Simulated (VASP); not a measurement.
## MgS: single point with PBE

The system is MgS.

```xyz
4
Lattice="3.6286 0.0000 0.0000 -1.8143 3.1425 0.0000 0.0000 0.0000 6.1160" Properties=species:S:1:pos:R:3 pbc="T T T"
Mg    0.0000    0.0000    0.0000
Mg    0.0000    0.0000    3.0580
S     0.0000    2.0950    1.5290
S     1.8143    1.0475    4.5870
```

This cell differs from its parent crystal: volume changed by -3%.

```yaml
Program: VASP 6.6.1
Task: single point
Functional: PBE
Potentials_or_basis: VASP PAW PBE potentials, release 64 (Mg, S)
Cutoff: 520 eV
k_mesh: 6 × 6 × 4
Occupations: gaussian, width 0.01 eV
Spin: no spin polarisation
Dipole_correction: no
Further_INCAR_settings: ALGO = Normal; EDIFF = 1e-06; NBANDS = 16
```

```
Pressure               : 2.1 GPa
Band gap on the k mesh : 3.43 eV, indirect (least direct gap 3.65 eV)
```

Stress tensor (GPa, compression positive):
```
2.08 0.00 0.00
0.00 2.08 0.00
0.00 0.00 2.16
```

Levels at points of the mesh, in eV from the valence-band top:
| k point | band 4 | band 5 | band 6 | band 7 | band 8 | band 9 | band 10 | band 11 | band 12 | band 13 |
| --- | --- | --- | --- | --- | --- | --- | --- | --- | --- | --- |
| (0.00, 0.00, 0.00) | -0.50 | -0.50 | -0.24 | 0.00 | 0.00 | 3.65 | 4.68 | 6.80 | 7.85 | 7.85 |
| (0.50, 0.00, 0.00) | -3.66 | -2.90 | -1.73 | -1.62 | -0.62 | 4.03 | 4.44 | 4.96 | 6.96 | 8.20 |
| (0.00, 0.00, 0.50) | -3.03 | -0.25 | -0.25 | -0.25 | -0.25 | 4.88 | 4.88 | 7.58 | 7.58 | 7.58 |
| (0.50, 0.00, 0.50) | -4.60 | -1.54 | -1.54 | -1.18 | -1.18 | 4.04 | 4.04 | 5.29 | 5.29 | 8.99 |

Run time: 9.3 s on 1 thread of Intel(R) Xeon(R) 6975P-C (Granite Rapids), with other jobs on the host, peak memory 0.19 GiB.

 A k mesh can miss the band edges.
